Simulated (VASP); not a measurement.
# GaSb3 (C2/m) in VASP: notebook, part 2 of 2

VASP 6.6.1.

### 3 Single point, PBEsol (engineering shear strain xz -0.0800, normal strain along z +0.0733)

Input file INCAR:

```
SYSTEM = GaSb3
PREC = Accurate ; ENCUT = 520
EDIFF = 1E-6 ; ISMEAR = 0
SIGMA = 0.15 ; LREAL = .False.
LASPH = .True. ; NELM = 100
ALGO = Normal ; ISIF = 2
LWAVE = .False. ; LCHARG = .False.
GGA = PS ; NBANDS = 22
```

Input file KPOINTS:

```
Automatic mesh
0
Gamma
  10 10 10
  0 0 0
```

Input file POSCAR:

```
GaSb3
1.0
   -0.1458668159      3.6466703981      3.9139713383
    3.5008035822      0.0000000000      3.7681045224
    3.6466703981      3.6466703981     -0.1458668159
Ga Sb
1 3
Direct
    0.0000000000      0.0000000000      0.0000000000
    0.2500000000      0.2500000000      0.2500000000
    0.7500000000      0.7500000000      0.7500000000
    0.5000000000      0.5000000000      0.5000000000
```

Potentials or basis: VASP PAW PBE potentials, release 64 (Ga_d, Sb).

On the command line:

```console
$ cat potpaw_PBE.64/Ga_d/POTCAR potpaw_PBE.64/Sb/POTCAR > POTCAR
$ mpirun -np 1 vasp_std > vasp.out
```

OUTCAR:

```text
SYSTEM = GaSb3
   PREC = Accurate
   ENCUT = 520
   EDIFF = 1E-6
   ISMEAR = 0
   LREAL = .False.
   LASPH = .True.
   NELM = 100
   ISIF = 2
   GGA = PS

 ion  position               nearest neighbor table
   1  0.000  0.000  0.000-   3 3.15   2 3.15   3 3.15   2 3.15   3 3.32   2 3.32   3 3.32   2 3.32

   2  0.250  0.250  0.250-   1 3.15   1 3.15   4 3.15   4 3.15   1 3.32   4 3.32   1 3.32   4 3.32
                             3 3.65   3 3.65   3 3.65   3 3.65
   3  0.750  0.750  0.750-   4 3.15   1 3.15   4 3.15   1 3.15   4 3.32   1 3.32   4 3.32   1 3.32
                             2 3.65   2 3.65   2 3.65   2 3.65
   4  0.500  0.500  0.500-   2 3.15   2 3.15   3 3.15   3 3.15   2 3.32   3 3.32   2 3.32   3 3.32

  LATTYP: Found a base centered monoclinic cell.
 ALAT       =     7.2991731368
 B/A-ratio  =     0.9992009587
 C/A-ratio  =     0.7046508143
 COS(beta)  =    -0.6508191438

  Lattice vectors:

 A1 = (  -3.6466703981,   3.6466703981,   0.1458668159)
 A2 = (  -3.6466703981,  -3.6466703981,   0.1458668159)
 A3 = (   3.5008035822,   0.0000000000,   3.7681045224)

Analysis of symmetry for initial positions (statically):
=====================================================================
 Subroutine PRICEL returns:
 Original cell was already a primitive cell.

 Routine SETGRP: Setting up the symmetry group for a
 base centered monoclinic supercell.

 Subroutine GETGRP returns: Found  4 space group operations
 (whereof  4 operations were pure point group operations)
 out of a pool of  4 trial point group operations.

The static configuration has the point symmetry C_2h.

Analysis of symmetry for dynamics (positions and initial velocities):
=====================================================================
 Subroutine PRICEL returns:
 Original cell was already a primitive cell.

 Routine SETGRP: Setting up the symmetry group for a
 base centered monoclinic supercell.

 Subroutine GETGRP returns: Found  4 space group operations
 (whereof  4 operations were pure point group operations)
 out of a pool of  4 trial point group operations.

The dynamic configuration has the point symmetry C_2h.

 Subroutine INISYM returns: Found  4 space group operations
 (whereof  4 operations are pure point group operations),
 and found     1 'primitive' translations

----------------------------------------------------------------------------------------

                                     Primitive cell

  volume of cell :     103.9424

  direct lattice vectors                    reciprocal lattice vectors
    -0.145866816  3.646670398  3.913971338    -0.132198550  0.137111377  0.122820679
     3.500803582  0.000000000  3.768104522     0.142433607 -0.137111377  0.133055736
     3.646670398  3.646670398 -0.145866816     0.132198550  0.137111377 -0.122820679

  length of vectors
     5.351509484  5.143368295  5.159233190     0.226629446  0.238307975  0.226629446

  position of ions in fractional coordinates (direct lattice)
     0.000000000  0.000000000  0.000000000
     0.250000000  0.250000000  0.250000000
     0.750000000  0.750000000  0.750000000
     0.500000000  0.500000000  0.500000000

  ion indices of the primitive-cell ions
   primitive index   ion index
                 1           1
                 2           2
                 3           3
                 4           4

----------------------------------------------------------------------------------------

 KPOINTS: Automatic mesh

Automatic generation of k-mesh.
 Grid dimensions read from file:
 generate k-points for:   10   10   10

 Generating k-lattice:

  Cartesian coordinates                     Fractional coordinates (reciprocal lattice)
    -0.013219855  0.013711138  0.012282068     0.100000000  0.000000000  0.000000000
     0.014243361 -0.013711138  0.013305574     0.000000000  0.100000000 -0.000000000
     0.013219855  0.013711138 -0.012282068     0.000000000  0.000000000  0.100000000

  Length of vectors
     0.022662945  0.023830797  0.022662945

  Shift w.r.t. Gamma in fractional coordinates (k-lattice)
     0.000000000  0.000000000  0.000000000

 Subroutine IBZKPT returns following result:
 ===========================================

 Found    282 irreducible k-points:

 Following reciprocal coordinates:
            Coordinates               Weight
  0.000000  0.000000  0.000000      1.000000
  0.100000  0.000000 -0.000000      4.000000
  0.200000  0.000000 -0.000000      4.000000
  0.300000  0.000000 -0.000000      4.000000
  0.400000  0.000000 -0.000000      4.000000
  0.500000  0.000000 -0.000000      2.000000
[... 16 lines left out ...]
 -0.400000  0.200000  0.000000      4.000000
 -0.300000  0.200000  0.000000      4.000000
 [... further k-points ...]
   k-points           NKPTS =    282   k-points in BZ     NKDIM =    282   number of bands    NBANDS=     22
   number of dos      NEDOS =    301   number of ions     NIONS =      4
   total plane-waves  NPLWV =  64000
   dimension x,y,z NGX =    40 NGY =   40 NGZ =   40
   dimension x,y,z NGXF=    80 NGYF=   80 NGZF=   80
   ions per type =               1   3
   NGX,Y,Z   is equivalent  to a cutoff of  12.43, 12.93, 12.89 a.u.
   NGXF,Y,Z  is equivalent  to a cutoff of  24.85, 25.86, 25.78 a.u.
 SYSTEM =  GaSb3
   PREC   = accura    normal or accurate (medium, high low for compatibility)
   ISTART =      0    job   : 0-new  1-cont  2-samecut
   ICHARG =      2    charge: 1-file 2-atom 10-const
   ISPIN  =      1    spin polarized calculation?
   LNONCOLLINEAR =      F non collinear calculations
   LSORBIT =      F    spin-orbit coupling
   LASPH  =      T    aspherical Exc in radial PAW
   ENCUT  =  520.0 eV  38.22 Ry    6.18 a.u.   9.95  9.56  9.59*2*pi/ulx,y,z
   NELM   =    100;   NELMIN=  2; NELMDL= -5     # of ELM steps
   EDIFF  = 0.1E-05   stopping-criterion for ELM
   LREAL  =      F    real-space projection
   EDIFFG = 0.1E-04   stopping-criterion for IOM
   NSW    =      0    number of steps for IOM
   IBRION =     -1    ionic relax: 0-MD 1-quasi-New 2-CG
   NFREE  =      0    steps in history (QN), initial steepest desc. (CG)
   ISIF   =      2    stress and relaxation
   ISYM   =      2    0-nonsym 1-usesym 2-fastsym
   POTIM  = 0.5000    time-step for ionic-motion
   TEBEG  =    0.0;   TEEND  =   0.0 temperature during run
   PSTRESS=    0.0 pullay stress
   NELECT =      28.0000    total number of electrons
   NUPDOWN=      -1.0000    fix difference up-down
   EMIN   =  10.00;   EMAX   =-10.00  energy-range for DOS
   EFERMI =   0.00;   METHOD = LEGACY
   ISMEAR =     0;   SIGMA  =   0.15  broadening in eV -4-tet -1-fermi 0-gaus
   EFERMI_NEDOS =   21; number of points for ismear=-14 and -15
   IALGO  =     38    algorithm
   IMIX   =      4    mixing-type and parameters
     AMIX     =   0.40;   BMIX     =  1.00
     AMIX_MAG =   1.60;   BMIX_MAG =  1.00
  volume/ion in A,a.u.               =      25.99       175.36
  Fermi-wavevector in a.u.,A,eV,Ry     =   1.057296  1.998000 15.209610  1.117875
  Thomas-Fermi vector in A             =   2.192564
   LORBIT       =      0    0 simple, 1 ext, 2 COOP (PROOUT), +10 PAW based schemes
   GGA     = PS    functional components
   LHFCALC =     F    Hartree Fock is set to
   AEXX    =    0.0000 exact exchange contribution
   IVDW    =     0    specifies the selected vdW correction
   LEPSILON=     F    determine dielectric tensor
   LRPA    =     F    only Hartree local field effects (RPA)
 non-spin polarized calculation
 Gauss-broadening in eV      SIGMA  =   0.15
  energy-cutoff  :      520.00
  volume of cell :      103.94
 maximum number of plane-waves:      2821
   NGX = 19   NGY = 19   NGZ = 19

 number of electron      27.9999989 magnetization

 Free energy of the ion-electron system (eV)
  ---------------------------------------------------
  ext. energy  EPLUGINS =         0.00000000
  ---------------------------------------------------
  free energy    TOTEN  =       -16.26404178 eV

  energy without entropy =      -16.23406972  energy(sigma->0) =      -16.24905575

 E-fermi :   7.2751     XC(G=0): -10.2900

 val. band max:        7.2747265761   @ k =   0.1000  -0.4000   0.3000
 cond. band min:       7.2754413941   @ k =   0.1000   0.0000   0.1000
 fundamental gap:      0.0007148180
 Fermi energy:         7.2751449072

 k-point     1 :       0.0000    0.0000    0.0000
  band No.  band energies     occupation
      1      -7.4531      2.00000
      2      -7.4497      2.00000
      3      -7.4479      2.00000
      4      -7.4398      2.00000
      5      -7.4325      2.00000
      6      -5.1553      2.00000
[... 574 lines left out ...]
      6      -3.8805      2.00000
[... 14 lines left out ...]
     21      12.3240      0.00000
     22      14.7208      0.00000

 [... further k-points ...]
[... 5 lines left out ...]
  --------------------------------------------------------------------------------------
  -------------------------------------------------------------------------------------
  Total       -1.7709880     -1.7601486     -2.3758670      0.0000000      0.0000000      0.6996693
  in kB      -27.2981637    -27.1310845    -36.6218223      0.0000000      0.0000000     10.7847637
  external PRESSURE =     -30.3503569 kB  Pullay stress =       0.0000000 kB

 VOLUME and BASIS-vectors are now :
 -----------------------------------------------------------------------------
  energy-cutoff  :      520.00
  volume of cell :      103.94
      direct lattice vectors                 reciprocal lattice vectors
    -0.145866816  3.646670398  3.913971338    -0.132198550  0.137111377  0.122820679
     3.500803582  0.000000000  3.768104522     0.142433607 -0.137111377  0.133055736
     3.646670398  3.646670398 -0.145866816     0.132198550  0.137111377 -0.122820679

 POSITION                                       TOTAL-FORCE (eV/Angst)
 -----------------------------------------------------------------------------------
      0.00000      0.00000      0.00000         0.000000      0.000000     -0.000000
      1.75040      1.82334      1.88405         0.000000     -0.143356     -0.000000
      5.25121      5.47001      5.65216        -0.000000      0.143356      0.000000
      3.50080      3.64667      3.76810        -0.000000      0.000000     -0.000000
 -----------------------------------------------------------------------------------
    total drift:                               -0.000000      0.000000      0.000000

  FREE ENERGIE OF THE ION-ELECTRON SYSTEM (eV)
  ---------------------------------------------------
  free  energy   TOTEN  =       -16.2640417765 eV

  energy  without entropy=      -16.2340697205  energy(sigma->0) =      -16.24905575
```

stdout:

```text
POSCAR found type information on POSCAR GaSb
 POSCAR found :  2 types and       4 ions
 scaLAPACK will be used
 -----------------------------------------------------------------------------
|                                                                             |
|                                                                             |
|     You enforced a specific xc type in the INCAR file but a different       |
|     I HOPE YOU KNOW WHAT YOU ARE DOING!                                     |
|                                                                             |
 -----------------------------------------------------------------------------

 LDA part: xc-table for (Slater+PW92), standard interpolation
 POSCAR, INCAR and KPOINTS ok, starting setup
 FFT: planning ... GRIDC
 FFT: planning ... GRID_SOFT
 FFT: planning ... GRID
 WAVECAR not read
 entering main loop
```

Run time: 2.8 min. Hardware: 1 thread of Intel Xeon 6975P-C (Granite Rapids), shared host; peak memory 0.69 GiB.

What came out:

```yaml
Free_energy: -16.2640 eV
Pressure: -3.0 GPa
Largest_force: 0.143 eV/Å
Band_gap_on_the_k_mesh: zero (band 14 reaches 9.08 eV, above the bottom of band 15 at 5.12 eV)
```

Forces in eV/Å, atoms in the order of the input:
```
Ga   0.000  0.000  0.000
Sb   0.000 -0.143  0.000
Sb   0.000  0.143  0.000
Sb   0.000  0.000  0.000
```

Stress tensor (GPa, compression positive):
```
-2.73  0.00  1.08
 0.00 -2.71  0.00
 1.08  0.00 -3.66
```

Caveat: the cell differs from its parent crystal (engineering shear strain xz -0.0800, normal strain along z +0.0733); the PAW data sets were made with another functional, which shifts forces and pressure a little; spin-orbit coupling is left out, which moves the levels of the heavy elements.
